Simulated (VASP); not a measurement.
Write the native input for VASP 6.6.1 that does the following.

- Task: single point
- Functional: PBE
- Potentials or basis: VASP PAW PBE potentials, release 64 (Hf_pv, Si)
- Cutoff: 520 eV
- k mesh: 6 × 6 × 6
- Occupations: gaussian, width 0.1 eV
- Spin: no spin polarisation
- Dipole correction: no
- Further INCAR settings: ALGO = Normal; EDIFF = 1e-07; NBANDS = 21

The structure of HfSi4 lies in POSCAR:

```
HfSi4
1.0
   -2.1515183200      2.1515183200      4.0679752000
    2.1515183200     -2.1515183200      4.0679752000
    2.1515183200      2.1515183200     -4.0679752000
Hf Si
1 4
Direct
    0.0000000000      0.0000000000      0.0000000000
    0.2450000000      0.2450000000      0.0000000000
    0.7550000000      0.7550000000      0.0000000000
    0.5000000000      0.0000000000      0.5000000000
    0.0000000000      0.5000000000      0.5000000000
```

The cell was built from a structure type or drawn by symmetry, and may not be a known phase.

The input as run:

INCAR

```
PREC = Accurate ; ENCUT = 520
EDIFF = 1E-7 ; ISMEAR = 0
SIGMA = 0.1 ; LREAL = False
LASPH = True ; NELM = 100
ALGO = Normal ; ISIF = 2
LWAVE = False ; LCHARG = False
GGA = PE ; NBANDS = 21
```

KPOINTS

```
Automatic mesh
0
Gamma
  6 6 6
```

Potentials or basis: VASP PAW PBE potentials, release 64 (Hf_pv, Si).

Launch:

```bash
$ cat potpaw_PBE.64/Hf_pv/POTCAR potpaw_PBE.64/Si/POTCAR > POTCAR
$ mpirun -np 1 vasp_std > vasp.out
```

It gave:

| Item | Value |
| --- | --- |
| Pressure | 64.8 GPa |
| Largest force | 10.836 eV/Å |
| Band gap on the k mesh | zero (bands 13 and 14 overlap by 1.56 eV) |

Caveat: the cell stands under pressure; spin-orbit coupling is left out, which moves the levels of the heavy elements; forces of over 1 eV/Å act on the atoms, so gaps and moduli don't describe the material at rest.

It took 51 s on 1 thread of Intel(R) Xeon(R) Platinum 8488C (Sapphire Rapids), with other jobs on the host, peak memory 0.25 GiB.
